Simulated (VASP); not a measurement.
C, 8 atoms in the cell. The cell holds a slab with vacuum, 8 atoms: a = 4.914 Å, b = 4.914 Å, c = 23.774 Å, α = 90.00°, β = 90.00°, γ = 120.00°. 

* Program: VASP 6.6.1
* Task: single point
* Functional: PBEsol
* Dispersion: D4
* Potentials or basis: VASP PAW PBE potentials, release 64 (C)
* Cutoff: 520 eV
* k mesh: 9 × 9 × 1
* Occupations: gaussian, width 0.04 eV
* Spin: no spin polarisation
* Dipole correction: yes
* Further INCAR settings: ALGO = Normal; EDIFF = 1e-06; NBANDS = 26; NELMDL = -8

Potentials or basis: VASP PAW PBE potentials, release 64 (C).

The run is started by

```sh
$ cat potpaw_PBE.64/C/POTCAR > POTCAR
$ mpirun -np 1 vasp_std > vasp.out
```

Hardware: 1 thread of Intel(R) Xeon(R) Platinum 8375C CPU @ 2.90GHz (Ice Lake), on a shared host.

Problem. Estimate the wall time of this run.

Solution. Run time: 4.5 min on 1 thread of Intel(R) Xeon(R) Platinum 8375C CPU @ 2.90GHz (Ice Lake), on a shared host, peak memory 0.63 GiB. Counts: scf iterations 24, k points 12.
